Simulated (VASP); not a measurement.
# AlNi2: single point with PBE

Crystal: AlNi2.

```
Al Ni
1.0
     2.62620    0.00000    0.00000
    -1.31310    2.27436    0.00000
     0.00000    0.00000    6.23915
Al Ni
1 2
Direct
  0.00000 0.00000 0.00000
  0.33333 0.66667 0.69064
  0.33333 0.66667 0.30936
```

The cell was built from a structure type or drawn by symmetry, and may not be a known phase.

```yaml
Program: VASP 6.6.1
Task: single point
Functional: PBE
Potentials_or_basis: VASP PAW PBE potentials, release 64 (Al, Ni)
Cutoff: 600 eV
k_mesh: 12 × 12 × 2
Occupations: gaussian, width 0.1 eV
Spin: collinear spin, antiferromagnetic start
Starting_moments: "[0.0, -2.0, 2.0] μB"
```

* Pressure: 0.1 GPa
* Largest force: 0.012 eV/Å
* Net moment: 0.00 μB per cell
* Valence electrons inside the program's atomic spheres: Al 0.86; Ni 9.26

Forces on the atoms (eV/Å):
```
Al   0.000  0.000  0.000
Ni   0.000  0.000 -0.012
Ni   0.000  0.000  0.012
```

Stress tensor (GPa, compression positive):
```
 0.23  0.00  0.00
 0.00  0.23  0.00
 0.00  0.00 -0.07
```

Levels at points of the mesh, in eV from the Fermi level:
Spin up:
```csv
k point,band 9,band 10,band 11,band 12,band 13,band 14,band 15,band 16
"(0.00, 0.00, 0.00)",-1.34,-0.94,-0.94,-0.44,-0.44,6.82,8.00,14.71
"(0.50, 0.00, 0.00)",-0.67,-0.43,-0.08,-0.03,2.23,3.76,4.16,4.50
"(0.00, 0.00, 0.50)",-1.20,-0.91,-0.91,-0.48,-0.48,3.13,12.99,14.82
"(0.50, 0.00, 0.50)",-0.41,-0.08,-0.03,0.37,0.86,3.56,5.54,6.14
```
Spin down:
```
           k point  band 9  band 10  band 11  band 12  band 13  band 14  band 15  band 16
(0.00, 0.00, 0.00)   -1.34    -0.94    -0.94    -0.44    -0.44     6.82     8.00    14.71
(0.50, 0.00, 0.00)   -0.67    -0.43    -0.08    -0.03     2.23     3.76     4.16     4.50
(0.00, 0.00, 0.50)   -1.20    -0.91    -0.91    -0.48    -0.48     3.13    12.99    14.82
(0.50, 0.00, 0.50)   -0.41    -0.08    -0.03     0.37     0.86     3.56     5.54     6.14
```

Wall time 3.2 min on 1 thread of AMD EPYC 7R13 (shared host), peak memory 0.2 GiB.

Caveat: the k points lie up to 0.50 Å⁻¹ apart.
